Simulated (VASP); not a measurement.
# MnS (P6_3mc) in VASP: further runs

MnS is run at these levels: PBE; tasks: single point.

Everything below comes from runs of VASP 6.6.1. Logs are shortened: lines on timing, memory, paths and dates and some standing lists are left out, and cuts for length are marked.

**1. The cell of the first run**

Symmetry: P6_3mc, No. 186, hexagonal system. The conventional cell has a = 3.821 Å, b = 3.821 Å, c = 6.760 Å, α = 90.00°, β = 90.00°, γ = 120.00°. Within 3.2 Å of Mn (site symmetry 3m) lie 4 S at 2.40 to 2.42 Å. Within 3.2 Å of S (site symmetry 3m) lie 4 Mn at 2.40 to 2.42 Å.

**2. Single point, PBE, collinear spin, ferromagnetic start**

Input file INCAR:

```
SYSTEM = MnS
ALGO = Normal
EDIFF = 1E-6
ENCUT = 520
GGA = PE
ISIF = 2
ISMEAR = 0
ISPIN = 2
LASPH = .TRUE.
LCHARG = .FALSE.
LMAXMIX = 4
LORBIT = 11
LREAL = .FALSE.
LWAVE = .FALSE.
MAGMOM = 4.64 4.64 0.15 0.15
NBANDS = 31
NELM = 150
PREC = Accurate
SIGMA = 0.1
```

Input file KPOINTS:

```
k-points
0
G
  9 9 5
  0 0 0
```

Input file POSCAR:

```
MnS
1.0
    3.8207747760      0.0000000000      0.0000000000
   -1.9103873880      3.3088880181      0.0000000000
    0.0000000000      0.0000000000      6.7602268054
Mn S
2 2
Direct
    0.3333333333      0.6666666667      0.0132535861
    0.6666666667      0.3333333333      0.5132535861
    0.3333333333      0.6666666667      0.3717464139
    0.6666666667      0.3333333333      0.8717464139
```

Potentials or basis: VASP PAW PBE potentials, release 64 (Mn_pv, S).

On the command line:

```sh
cat potpaw_PBE.64/Mn_pv/POTCAR potpaw_PBE.64/S/POTCAR > POTCAR
mpirun -np 1 vasp_std > vasp.out
```

OUTCAR:

```text
SYSTEM = MnS
   EDIFF = 1E-6
   ENCUT = 520
   GGA = PE
   ISIF = 2
   ISMEAR = 0
   ISPIN = 2
   LASPH = .TRUE.
   LORBIT = 11
   LREAL = .FALSE.
   NELM = 150
   PREC = Accurate

 ion  position               nearest neighbor table
   1  0.333  0.667  0.013-   4 2.40   4 2.40   4 2.40   3 2.42
   2  0.667  0.333  0.513-   3 2.40   3 2.40   3 2.40   4 2.42
   3  0.333  0.667  0.372-   2 2.40   2 2.40   2 2.40   1 2.42
   4  0.667  0.333  0.872-   1 2.40   1 2.40   1 2.40   2 2.42

  LATTYP: Found a hexagonal cell.
 ALAT       =     3.8207747760
 C/A-ratio  =     1.7693340230

  Lattice vectors:

 A1 = (   3.8207747760,   0.0000000000,   0.0000000000)
 A2 = (  -1.9103873880,   3.3088880181,   0.0000000000)
 A3 = (   0.0000000000,   0.0000000000,   6.7602268054)

Analysis of symmetry for initial positions (statically):
=====================================================================
 Subroutine PRICEL returns:
 Original cell was already a primitive cell.

 Routine SETGRP: Setting up the symmetry group for a
 hexagonal supercell.

 Subroutine GETGRP returns: Found 12 space group operations
 (whereof  6 operations were pure point group operations)
 out of a pool of 24 trial point group operations.

The static configuration has the point symmetry C_3v.
 The point group associated with its full space group is C_6v.

Analysis of symmetry for dynamics (positions and initial velocities):
=====================================================================
 Subroutine PRICEL returns:
 Original cell was already a primitive cell.

 Routine SETGRP: Setting up the symmetry group for a
 hexagonal supercell.

 Subroutine GETGRP returns: Found 12 space group operations
 (whereof  6 operations were pure point group operations)
 out of a pool of 24 trial point group operations.

The dynamic configuration has the point symmetry C_3v.
 The point group associated with its full space group is C_6v.

Analysis of structural, dynamic, and magnetic symmetry:
=====================================================================
 Subroutine PRICEL returns:
 Original cell was already a primitive cell.

 Routine SETGRP: Setting up the symmetry group for a
 hexagonal supercell.

 Subroutine GETGRP returns: Found 12 space group operations
 (whereof  6 operations were pure point group operations)
 out of a pool of 24 trial point group operations.

The overall configuration has the point symmetry C_3v.
 The point group associated with its full space group is C_6v.

 Subroutine INISYM returns: Found 12 space group operations
[... 127 lines left out ...]
   LHFCALC =     F    Hartree Fock is set to
   AEXX    =    0.0000 exact exchange contribution
   IVDW    =     0    specifies the selected vdW correction
   LEPSILON=     F    determine dielectric tensor
   LRPA    =     F    only Hartree local field effects (RPA)
 spin polarized calculation
 Gauss-broadening in eV      SIGMA  =   0.10
  energy-cutoff  :      520.00
  volume of cell :       85.47
 maximum number of plane-waves:      2322
   NGX = 15   NGY = 15   NGZ = 25

 number of electron      37.9999976 magnetization       9.8659775

 Free energy of the ion-electron system (eV)
  ---------------------------------------------------
  ext. energy  EPLUGINS =         0.00000000
  ---------------------------------------------------
  free energy    TOTEN  =       -28.09225493 eV

  energy without entropy =      -28.08415184  energy(sigma->0) =      -28.08820338

 E-fermi :   4.8382     XC(G=0):  -9.4419

 val. band max:        4.8055932222   @ k =   0.3333   0.0000   0.0000
 cond. band min:       4.8542852573   @ k =   0.3333   0.1111   0.0000
 fundamental gap:      0.0486920351
 Fermi energy:         4.8381904672

 spin component 1

 k-point     1 :       0.0000    0.0000    0.0000
  band No.  band energies     occupation
      1     -45.9903      1.00000
      2     -45.9903      1.00000
      3     -45.9900      1.00000
      4     -45.9900      1.00000
      5     -45.9826      1.00000
      6     -45.9798      1.00000
[... 805 lines left out ...]
     30      11.5533      0.00000
     31      13.5310      0.00000

 [... further k-points ...]

 spin component 2

 k-point     1 :       0.0000    0.0000    0.0000
  band No.  band energies     occupation
      1     -41.4175      1.00000
      2     -41.4175      1.00000
      3     -41.4170      1.00000
      4     -41.4169      1.00000
      5     -41.4089      1.00000
      6     -41.4048      1.00000
[... 805 lines left out ...]
     30      12.5701      0.00000
     31      14.0975      0.00000

 [... further k-points ...]

------------------------ aborting loop because EDIFF is reached ----------------------------------------

  FORCE on cell =-STRESS in cart. coord.  units (eV):
  Direction    XX          YY          ZZ          XY          YZ          ZX
  --------------------------------------------------------------------------------------
  -------------------------------------------------------------------------------------
  Total        2.1284140      2.1284140      0.0448185      0.0000000      0.0000000      0.0000000
  in kB       39.8999097     39.8999097      0.8401825      0.0000000      0.0000000      0.0000000
  external PRESSURE =      26.8800006 kB  Pullay stress =       0.0000000 kB

 VOLUME and BASIS-vectors are now :
 -----------------------------------------------------------------------------
  energy-cutoff  :      520.00
  volume of cell :       85.47
      direct lattice vectors                 reciprocal lattice vectors
     3.820774776  0.000000000  0.000000000     0.261727021  0.151108166  0.000000000
    -1.910387388  3.308888018  0.000000000     0.000000000  0.302216332  0.000000000
     0.000000000  0.000000000  6.760226805     0.000000000  0.000000000  0.147924031

 POSITION                                       TOTAL-FORCE (eV/Angst)
 -----------------------------------------------------------------------------------
     -0.00000      2.20593      0.08960         0.000000      0.000000      0.000655
      1.91039      1.10296      3.46971        -0.000000     -0.000000      0.000655
     -0.00000      2.20593      2.51309        -0.000000      0.000000     -0.000655
      1.91039      1.10296      5.89320         0.000000     -0.000000     -0.000655
 -----------------------------------------------------------------------------------
    total drift:                               -0.000000     -0.000000     -0.002031

  FREE ENERGIE OF THE ION-ELECTRON SYSTEM (eV)
  ---------------------------------------------------
  free  energy   TOTEN  =       -28.0922549255 eV

  energy  without entropy=      -28.0841518374  energy(sigma->0) =      -28.08820338

 total charge

# of ion       s       p       d       tot
------------------------------------------
    1        0.264   6.220   4.910  11.394
    2        0.264   6.220   4.910  11.394
    3        1.315   2.458   0.000   3.773
    4        1.315   2.458   0.000   3.773
--------------------------------------------------
tot          3.158  17.356   9.821  30.335

 magnetization (x)

# of ion       s       p       d       tot
------------------------------------------
    1        0.048   0.070   4.200   4.318
    2        0.048   0.070   4.200   4.318
    3        0.012   0.083   0.000   0.095
    4        0.012   0.083   0.000   0.095
--------------------------------------------------
tot          0.120   0.306   8.400   8.826
```

OSZICAR:

```text
N       E                     dE             d eps       ncg     rms          rms(c)
DAV:   1     0.372998949229E+03    0.37300E+03   -0.20596E+04  4688   0.127E+03
DAV:   2    -0.336059818149E+01   -0.37636E+03   -0.35621E+03  4653   0.367E+02
DAV:   3    -0.299583026936E+02   -0.26598E+02   -0.26175E+02  5297   0.104E+02
DAV:   4    -0.305418984411E+02   -0.58360E+00   -0.58279E+00  4919   0.158E+01
DAV:   5    -0.305525897847E+02   -0.10691E-01   -0.10690E-01  5322   0.237E+00    0.155E+01
DAV:   6    -0.279856958907E+02    0.25669E+01   -0.11365E+01  5005   0.343E+01    0.137E+01
DAV:   7    -0.280946824339E+02   -0.10899E+00   -0.19923E+00  4737   0.125E+01    0.884E+00
DAV:   8    -0.280973340790E+02   -0.26516E-02   -0.10164E-01  5299   0.237E+00    0.468E+00
DAV:   9    -0.280895876550E+02    0.77464E-02   -0.30641E-02  4824   0.145E+00    0.600E-01
DAV:  10    -0.280919487074E+02   -0.23611E-02   -0.66940E-03  4807   0.592E-01    0.206E-01
DAV:  11    -0.280920145383E+02   -0.65831E-04   -0.61034E-04  5368   0.152E-01    0.164E-01
DAV:  12    -0.280921441182E+02   -0.12958E-03   -0.15095E-04  4863   0.788E-02    0.131E-01
DAV:  13    -0.280922110934E+02   -0.66975E-04   -0.28160E-05  4961   0.299E-02    0.677E-02
DAV:  14    -0.280922504039E+02   -0.39311E-04   -0.44768E-05  4639   0.343E-02    0.993E-03
DAV:  15    -0.280922543355E+02   -0.39316E-05   -0.20979E-06  4640   0.113E-02    0.453E-03
DAV:  16    -0.280922549255E+02   -0.59001E-06   -0.37602E-07  3348   0.343E-03
   1 F= -.28092255E+02 E0= -.28088203E+02  d E =-.810309E-02  mag=     9.8659
```

Run time: 3.1 min. Hardware: 1 thread of Intel Xeon Platinum 8259CL at 2.50GHz (Skylake/Cascade Lake), shared host; peak memory 0.3 GiB.

Results:

| Item | Value |
| --- | --- |
| Free energy | -28.0923 eV |
| Pressure | 2.7 GPa |
| Net moment | 9.87 μB per cell |
| Site moments | Mn +4.32; S +0.10 μB |
| Valence electrons inside the program's atomic spheres | Mn 11.39; S 3.77 |

Caveat: semilocal functionals often make such compounds metallic where correlation or magnetic order opens a gap, which also shifts bond lengths; only a ferromagnetic start was run, and an antiferromagnetic order may lie lower in energy.

**3. Single point, PBE, collinear spin, ferromagnetic start**

This run uses another cell than the first one, of 21.66 Å³/atom.

Input file INCAR:

```
ALGO = Normal ; EDIFF = 1E-7
ENCUT = 520 ; GGA = PE
ISIF = 2 ; ISMEAR = 0
ISPIN = 2 ; LASPH = T
LCHARG = F ; LMAXMIX = 4
LORBIT = 11 ; LREAL = F
LWAVE = F ; MAGMOM = 4.64 4.64 0.15 0.15
NBANDS = 31 ; NELM = 150
PREC = Accurate ; SIGMA = 0.1
```

Input file KPOINTS:

```
k-points
0
Gamma
  9 9 5
```

Input file POSCAR:

```
MnS
1.0
    3.8207747760      0.0000000000      0.0000000000
   -1.9103873880      3.3088880181      0.0000000000
    0.0000000000      0.0000000000      6.8519996497
Mn S
2 2
Direct
    0.3333333333      0.6666666667      0.0028901985
    0.6666666667      0.3333333333      0.5028901985
    0.3333333333      0.6666666667      0.3821098015
    0.6666666667      0.3333333333      0.8821098015
```

Potentials or basis: VASP PAW PBE potentials, release 64 (Mn_pv, S).

On the command line:

```sh
cat potpaw_PBE.64/Mn_pv/POTCAR potpaw_PBE.64/S/POTCAR > POTCAR
mpirun -np 1 vasp_std > vasp.out
```

OUTCAR:

```text
EDIFF = 1E-7
   ENCUT = 520
   GGA = PE
   ISIF = 2
   ISMEAR = 0
   ISPIN = 2
   LASPH = T
   LORBIT = 11
   LREAL = F
   NELM = 150
   PREC = Accurate

 ion  position               nearest neighbor table
   1  0.333  0.667  0.003-   4 2.36   4 2.36   4 2.36   3 2.60
   2  0.667  0.333  0.503-   3 2.36   3 2.36   3 2.36   4 2.60
   3  0.333  0.667  0.382-   2 2.36   2 2.36   2 2.36   1 2.60
   4  0.667  0.333  0.882-   1 2.36   1 2.36   1 2.36   2 2.60

  LATTYP: Found a hexagonal cell.
 ALAT       =     3.8207747760
 C/A-ratio  =     1.7933534561

  Lattice vectors:

 A1 = (   3.8207747760,   0.0000000000,   0.0000000000)
 A2 = (  -1.9103873880,   3.3088880181,   0.0000000000)
 A3 = (   0.0000000000,   0.0000000000,   6.8519996497)

Analysis of symmetry for initial positions (statically):
=====================================================================
 Subroutine PRICEL returns:
 Original cell was already a primitive cell.

 Routine SETGRP: Setting up the symmetry group for a
 hexagonal supercell.

 Subroutine GETGRP returns: Found 12 space group operations
 (whereof  6 operations were pure point group operations)
 out of a pool of 24 trial point group operations.

The static configuration has the point symmetry C_3v.
 The point group associated with its full space group is C_6v.

Analysis of symmetry for dynamics (positions and initial velocities):
=====================================================================
 Subroutine PRICEL returns:
 Original cell was already a primitive cell.

 Routine SETGRP: Setting up the symmetry group for a
 hexagonal supercell.

 Subroutine GETGRP returns: Found 12 space group operations
 (whereof  6 operations were pure point group operations)
 out of a pool of 24 trial point group operations.

The dynamic configuration has the point symmetry C_3v.
[... 163 lines left out ...]
  free energy    TOTEN  =       -27.97744743 eV

  energy without entropy =      -27.96864079  energy(sigma->0) =      -27.97304411

 E-fermi :   4.7066     XC(G=0):  -9.3635

 val. band max:        4.6946033498   @ k =   0.3333   0.1111   0.0000
 cond. band min:       4.7512099524   @ k =   0.2222   0.2222   0.0000
 fundamental gap:      0.0566066026
 Fermi energy:         4.7065772641

 spin component 1

 k-point     1 :       0.0000    0.0000    0.0000
  band No.  band energies     occupation
      1     -46.1151      1.00000
      2     -46.1129      1.00000
      3     -46.0781      1.00000
      4     -46.0781      1.00000
      5     -46.0778      1.00000
      6     -46.0778      1.00000
[... 805 lines left out ...]
     30      11.3678      0.00000
     31      13.4971      0.00000

 [... further k-points ...]

 spin component 2

 k-point     1 :       0.0000    0.0000    0.0000
  band No.  band energies     occupation
      1     -41.5333      1.00000
      2     -41.5333      1.00000
      3     -41.5329      1.00000
      4     -41.5329      1.00000
      5     -41.5319      1.00000
      6     -41.5286      1.00000
[... 805 lines left out ...]
     30      12.3820      0.00000
     31      14.1800      0.00000

 [... further k-points ...]

------------------------ aborting loop because EDIFF is reached ----------------------------------------

  FORCE on cell =-STRESS in cart. coord.  units (eV):
  Direction    XX          YY          ZZ          XY          YZ          ZX
  --------------------------------------------------------------------------------------
  -------------------------------------------------------------------------------------
  Total        3.3752896      3.3752896     -1.8027004      0.0000000      0.0000000      0.0000000
  in kB       62.4267581     62.4267581    -33.3413589      0.0000000      0.0000000      0.0000000
  external PRESSURE =      30.5040524 kB  Pullay stress =       0.0000000 kB

 VOLUME and BASIS-vectors are now :
 -----------------------------------------------------------------------------
  energy-cutoff  :      520.00
  volume of cell :       86.63
      direct lattice vectors                 reciprocal lattice vectors
     3.820774776  0.000000000  0.000000000     0.261727021  0.151108166  0.000000000
    -1.910387388  3.308888018  0.000000000     0.000000000  0.302216332  0.000000000
     0.000000000  0.000000000  6.851999650     0.000000000  0.000000000  0.145942798

 POSITION                                       TOTAL-FORCE (eV/Angst)
 -----------------------------------------------------------------------------------
     -0.00000      2.20593      0.01980         0.000000      0.000000      0.633335
      1.91039      1.10296      3.44580        -0.000000      0.000000      0.633335
     -0.00000      2.20593      2.61822         0.000000     -0.000000     -0.633335
      1.91039      1.10296      6.04422        -0.000000      0.000000     -0.633335
 -----------------------------------------------------------------------------------
    total drift:                                0.000000      0.000001      0.000309

  FREE ENERGIE OF THE ION-ELECTRON SYSTEM (eV)
  ---------------------------------------------------
  free  energy   TOTEN  =       -27.9774474276 eV

  energy  without entropy=      -27.9686407899  energy(sigma->0) =      -27.97304411

 total charge

# of ion       s       p       d       tot
------------------------------------------
    1        0.267   6.222   4.917  11.406
    2        0.267   6.222   4.917  11.406
    3        1.316   2.458   0.000   3.774
    4        1.316   2.458   0.000   3.774
--------------------------------------------------
tot          3.167  17.360   9.835  30.361

 magnetization (x)

# of ion       s       p       d       tot
------------------------------------------
    1        0.049   0.070   4.186   4.305
    2        0.049   0.070   4.186   4.305
    3        0.012   0.081   0.000   0.092
    4        0.012   0.081   0.000   0.092
--------------------------------------------------
tot          0.122   0.300   8.373   8.795
```

It took 3.6 min on 1 thread of Intel Xeon Platinum 8259CL at 2.50GHz (Skylake/Cascade Lake), shared host; peak memory 0.31 GiB.

Results:

```yaml
Free_energy: -27.9774 eV
Pressure: 3.1 GPa
Largest_force: 0.633 eV/Å
Net_moment: 9.83 μB per cell
Site_moments: Mn +4.30; S +0.09 μB
Valence_electrons_inside_the_program's_atomic_spheres: Mn 11.41; S 3.77
```

Forces in eV/Å, atoms in the order of the input:
```
Mn   0.000  0.000  0.633
Mn   0.000  0.000  0.633
S    0.000  0.000 -0.633
S    0.000  0.000 -0.633
```

Caveat: the cell stands under pressure; semilocal functionals often make such compounds metallic where correlation or magnetic order opens a gap, which also shifts bond lengths; only a ferromagnetic start was run, and an antiferromagnetic order may lie lower in energy.
